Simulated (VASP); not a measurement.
A run of VASP 6.6.1 is set up as follows.

File INCAR:

```
SYSTEM = AlH7
PREC = Accurate
ENCUT = 520
EDIFF = 1E-6
ISMEAR = 0
SIGMA = 0.02
LREAL = Auto
LASPH = .True.
NELM = 80
ALGO = Normal
ISIF = 2
LWAVE = .False.
LCHARG = .False.
GGA = PE
NBANDS = 24
```

KPOINTS

```
regular mesh
0
Gamma
  6 4 4
  0 0 0
```

POSCAR

```
AlH7
1.0
    4.6838835149      0.0675730853      0.0075470412
    0.8119936211      7.9578553986     -0.0522189589
    0.7545568529      3.8945434404      7.0342413135
Al H
2 14
Direct
    0.9608827238      0.9320103695      0.0335606632
    0.4609882819      0.9318658811      0.0332198258
    0.5656047575      0.6384230489      0.6458311871
    0.4864327580      0.5495911504      0.7022894118
    0.0270634959      0.9253403273      0.5550833436
    0.9214850675      0.9845139885      0.4802367239
    0.0520497414      0.3269074498      0.5336559990
    0.1316796874      0.4158081790      0.4786391665
    0.6212345297      0.3845838112      0.1384565056
    0.5068621065      0.3192398307      0.1990710134
    0.2386141314      0.9393487729      0.8656406971
    0.1773123286      0.0919930311      0.0454558256
    0.7050548012      0.0994572638      0.8778989253
    0.2168735504      0.7646474518      0.1888691673
    0.6829050069      0.9241056657      0.2012544296
    0.7449570321      0.7721637782      0.0208371149
```

Potentials or basis: VASP PAW PBE potentials, release 64 (Al, H).

The run is started by

```bash
$ cat potpaw_PBE.64/Al/POTCAR potpaw_PBE.64/H/POTCAR > POTCAR
$ mpirun -np 1 vasp_std > vasp.out
```

Question: Predict the band gap on the k mesh.

Answer: 2.56 eV.

Question: Predict the pressure.

Answer: -0.1 GPa.

Forces in eV/Å, atoms in the order of the input:
```
Al   0.002  0.000  0.000
Al   0.000  0.000 -0.002
H   -0.005 -0.007  0.005
H    0.004  0.007 -0.005
H   -0.003  0.001 -0.003
H    0.002 -0.001  0.003
H    0.008  0.012 -0.009
H   -0.009 -0.012  0.009
H   -0.007 -0.004  0.006
H    0.007  0.004 -0.006
H    0.000  0.001  0.004
H    0.000 -0.004  0.001
H    0.000 -0.003  0.005
H   -0.001  0.003 -0.004
H    0.000 -0.001 -0.005
H    0.001  0.003  0.001
```

A k mesh can miss the band edges.
